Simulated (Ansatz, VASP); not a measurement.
## Pb2Se: VASP beside Ansatz

```
CELL_PARAMETERS angstrom
4.06793 0.00000 0.00000
0.00000 4.06793 0.00000
0.00000 0.00000 12.23196
ATOMIC_POSITIONS crystal
Pb 0.00000 0.50000 0.16788
Pb 0.00000 0.50000 0.66788
Pb 0.50000 0.00000 0.33212
Pb 0.50000 0.00000 0.83212
Se 0.00000 0.00000 0.00000
Se 0.50000 0.50000 0.50000
```

Alike in both runs: functional PBE; k mesh 10 × 10 × 4; occupations gaussian, width 0.1 eV; no spin polarisation.

Ansatz relaxed the structure, and its values are those at the end. VASP's run is a single point on that final structure, the one shown.

|  | VASP | Ansatz |
| --- | --- | --- |
| version | VASP 6.6.1 | Ansatz 0.2.0 |
| potentials or method | VASP PAW PBE potentials, release 64 (Pb_d, Se), cutoff 520 eV | scalar-relativistic, plane waves, PAW |
| valence electrons in the cell | 68 | 88 |

Ansatz gave:

```
gap on the k mesh at the Fermi level (eV) : none
pressure (GPa)                            : 0.0
rms of the force components (eV/Å)        : 0.002
```

Task: Which values does VASP return?

Result: gap on the k mesh at the Fermi level (eV): none; pressure (GPa): 0.0; rms of the force components (eV/Å): 0.004.

A gap of «none» marks a metal or a gap that the smearing closes. VASP's potentials hold 68 valence electrons a cell and Ansatz's 88, so a difference there can come from the potentials and not from the codes.

Spin-orbit coupling is off throughout.
